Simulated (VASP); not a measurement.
# BeS (zincblende type) (F-43m) in VASP: notebook, part 2 of 2

VASP 6.6.1. The steps go on from the part before.

## Step 4: Relaxation of cell and atoms, r2SCAN

This run uses another cell than the first one, of 13.16 Å³/atom, 0.913 times its volume.

Input file POSCAR:

```
BeS
1.0
    0.0000000000      2.3611663926      2.3611663926
    2.3611663926      0.0000000000      2.3611663926
    2.3611663926      2.3611663926      0.0000000000
Be S
1 1
Direct
    0.0000000000      0.0000000000      0.0000000000
    0.2500000000      0.2500000000      0.2500000000
```

Input file INCAR.step1:

```
  ALGO = Normal
  EDIFF = 1E-4
  ENCUT = 600
  GGA = PE
  ISMEAR = -5
  LASPH = True
  LCHARG = False
  LREAL = False
  LWAVE = True
  NELM = 100
  PREC = Accurate
  SIGMA = 0.1
```

Input file INCAR.step2:

```
  ALGO = Normal
  EDIFF = 1E-6
  EDIFFG = -0.005
  ENCUT = 600
  IBRION = 2
  ISIF = 3
  ISMEAR = -5
  ISTART = 1
  LASPH = True
  LCHARG = False
  LMIXTAU = True
  LREAL = False
  LWAVE = False
  METAGGA = R2SCAN
  NELM = 100
  NSW = 60
  PREC = Accurate
  SIGMA = 0.1
```

Input file KPOINTS:

```
k-points
0
Gamma
  15 15 15
```

Potentials or basis: VASP PAW PBE potentials, release 64 (Be, S).

Started as:

```bash
$ cat potpaw_PBE.64/Be/POTCAR potpaw_PBE.64/S/POTCAR > POTCAR
$ cp INCAR.step1 INCAR
$ mpirun -np 1 vasp_std > vasp.out
$ cp INCAR.step2 INCAR
$ mpirun -np 1 vasp_std > vasp.out
```

OUTCAR:

```text
EDIFF = 1E-6
   EDIFFG = -0.005
   ENCUT = 600
   IBRION = 2
   ISIF = 3
   ISMEAR = -5
   ISTART = 1
   LASPH = True
   LREAL = False
   METAGGA = R2SCAN
   NELM = 100
   NSW = 60
   PREC = Accurate

 ion  position               nearest neighbor table
   1  0.000  0.000  0.000-   2 2.04   2 2.04   2 2.04   2 2.04
   2  0.250  0.250  0.250-   1 2.04   1 2.04   1 2.04   1 2.04

  LATTYP: Found a face centered cubic cell.
 ALAT       =     4.7223327852

  Lattice vectors:

 A1 = (   0.0000000000,   2.3611663926,   2.3611663926)
 A2 = (   2.3611663926,   0.0000000000,   2.3611663926)
 A3 = (   2.3611663926,   2.3611663926,   0.0000000000)

Analysis of symmetry for initial positions (statically):
=====================================================================
 Subroutine PRICEL returns:
 Original cell was already a primitive cell.

 Routine SETGRP: Setting up the symmetry group for a
 face centered cubic supercell.

 Subroutine GETGRP returns: Found 24 space group operations
 (whereof 24 operations were pure point group operations)
 out of a pool of 48 trial point group operations.

The static configuration has the point symmetry T_d .

Analysis of symmetry for dynamics (positions and initial velocities):
=====================================================================
 Subroutine PRICEL returns:
 Original cell was already a primitive cell.

 Routine SETGRP: Setting up the symmetry group for a
 face centered cubic supercell.
[... 164 lines left out ...]
  Total        1.7922302      1.7922302      1.7922302      0.0000000      0.0000000     -0.0000000
  in kB      109.0673082    109.0673082    109.0673082      0.0000000      0.0000000     -0.0000000
  external PRESSURE =     109.0673082 kB  Pullay stress =       0.0000000 kB
[... 23 lines left out ...]
--------------------------------------- Ionic step        2  -------------------------------------------

 number of electron       7.9999999 magnetization

 E-fermi :   3.5716     XC(G=0):  -9.9811

 val. band max:        3.4897025688   @ k =   0.0000   0.0000   0.0000
 cond. band min:       7.1975106248   @ k =   0.4667   0.4667   0.0000
 fundamental gap:      3.7078080561
 Fermi energy:         3.5716241451

 k-point     1 :       0.0000    0.0000    0.0000
  band No.  band energies     occupation
      1     -10.4886      2.00000
      2       3.4897      2.00000
      3       3.4897      2.00000
      4       3.4897      2.00000
      5       9.7605      0.00000
      6       9.7701      0.00000
      7       9.7701      0.00000
      8       9.7701      0.00000
[... 288 lines left out ...]
--------------------------------------- Ionic step        3  -------------------------------------------

 number of electron       7.9999999 magnetization

 Free energy of the ion-electron system (eV)
  ---------------------------------------------------
  ext. energy  EPLUGINS =         0.00000000
  ---------------------------------------------------
  free energy    TOTEN  =       -14.78677979 eV

  energy without entropy =      -14.78677979  energy(sigma->0) =      -14.78677979

 E-fermi :   3.8337     XC(G=0): -10.1226

 val. band max:        3.8223311339   @ k =   0.0000   0.0000   0.0000
 cond. band min:       7.4621467276   @ k =   0.4667   0.4667   0.0000
 fundamental gap:      3.6398155937
 Fermi energy:         3.8337298962

 k-point     1 :       0.0000    0.0000    0.0000
  band No.  band energies     occupation
      1     -10.3773      2.00000
      2       3.8223      2.00000
      3       3.8223      2.00000
      4       3.8223      2.00000
      5      10.0877      0.00000
      6      10.0877      0.00000
      7      10.0877      0.00000
      8      10.3846      0.00000
[... 282 lines left out ...]
  FREE ENERGIE OF THE ION-ELECTRON SYSTEM (eV)
  ---------------------------------------------------
  free  energy   TOTEN  =       -14.7867797867 eV

  energy  without entropy=      -14.7867797867  energy(sigma->0) =      -14.78677979

 reached required accuracy - stopping structural energy minimisation
```

OUTCAR.step1:

```text
EDIFF = 1E-4
   ENCUT = 600
   GGA = PE
   ISMEAR = -5
   LASPH = True
[... 487 lines left out ...]
      0.00000      0.00000      0.00000        -0.000000      0.000000      0.000000
      1.18058      1.18058      1.18058         0.000000     -0.000000     -0.000000
 -----------------------------------------------------------------------------------
    total drift:                               -0.000000     -0.000000     -0.000000

  FREE ENERGIE OF THE ION-ELECTRON SYSTEM (eV)
  ---------------------------------------------------
  free  energy   TOTEN  =        -9.9307754659 eV

  energy  without entropy=       -9.9307754659  energy(sigma->0) =       -9.93077547
```

OSZICAR.step1:

```text
N       E                     dE             d eps       ncg     rms          rms(c)
DAV:   1     0.243019467852E+02    0.24302E+02   -0.44496E+03  1936   0.969E+02
DAV:   2    -0.941465530068E+01   -0.33717E+02   -0.33126E+02  2832   0.139E+02
DAV:   3    -0.101520008557E+02   -0.73735E+00   -0.73735E+00  2336   0.257E+01
DAV:   4    -0.101552514524E+02   -0.32506E-02   -0.32506E-02  3200   0.185E+00
DAV:   5    -0.101552534696E+02   -0.20172E-05   -0.20172E-05  2440   0.375E-02    0.634E+00
DAV:   6    -0.998623847045E+01    0.16901E+00   -0.13903E-01  2088   0.245E+00    0.431E+00
DAV:   7    -0.992990085589E+01    0.56338E-01   -0.17710E-01  2864   0.289E+00    0.957E-01
DAV:   8    -0.993069456172E+01   -0.79371E-03   -0.65138E-03  2328   0.579E-01    0.146E-01
DAV:   9    -0.993077546588E+01   -0.80904E-04   -0.45007E-04  2456   0.175E-01
   1 F= -.99307755E+01 E0= -.99307755E+01  d E =0.000000E+00
```

Wall time 4.8 min (1 thread of Intel Xeon Platinum 8488C (Sapphire Rapids), shared host); peak memory 0.18 GiB.

What came out:

```yaml
Free_energy: -14.7868 eV
Relaxed_volume: 14.46 Å³/atom
Relaxed_cell: a = 3.446 Å, b = 3.446 Å, c = 3.446 Å, α = 60.00°, β = 60.00°, γ = 60.00°
Space_group_after_relaxing_to_0.05_Å: F-43m (No. 216)
Energy_gained_by_relaxing: 41.2 meV/atom
Ionic_steps: 3
Pressure_after_relaxing: 0.0 GPa
Band_gap_on_the_k_mesh: 3.64 eV, indirect (least direct gap 6.27 eV)
```

Step by step:
```tsv
step	energy change (eV)	largest force (eV/Å)	pressure (GPa)	volume (Å³)
1	0.0000	0.0000	10.91	26.33
2	-0.0732	0.0000	-2.98	29.89
3	-0.0823	0.0000	0.05	28.92
```

Final structure:
```
Be S
1.0
     0.00000    2.43635    2.43635
     2.43635    0.00000    2.43635
     2.43635    2.43635    0.00000
Be S
1 1
Direct
  0.00000 0.00000 0.00000
  0.25000 0.25000 0.25000
```

Caveat: the PAW data sets were made with another functional, which shifts forces and pressure a little.

## Step 5: Summary

```csv
task,cell,cutoff (eV),smearing,gap on the mesh (eV),pressure (GPa),relaxed volume (Å³/atom)
single point,"a = 3.443 Å, angles 60.0°, 2 atoms",520,tetrahedron,3.63,0.3,-
relaxation of cell and atoms,"relaxed from a = 3.339 Å, angles 60.0°, 2 atoms",600,fermi-dirac 0.05 eV,3.64,0.0,14.46
relaxation of cell and atoms,"relaxed from a = 3.339 Å, angles 60.0°, 2 atoms",600,tetrahedron,3.64,0.0,14.46
```

Alike in all rows: level r2SCAN; potentials or basis VASP PAW PBE potentials, release 64 (Be, S); no spin polarisation; k mesh 15 × 15 × 15.

Caveats: the PAW data sets were made with another functional, which shifts forces and pressure a little.

Total energies depend on the potentials used, so only differences within one code and one set of settings carry meaning.
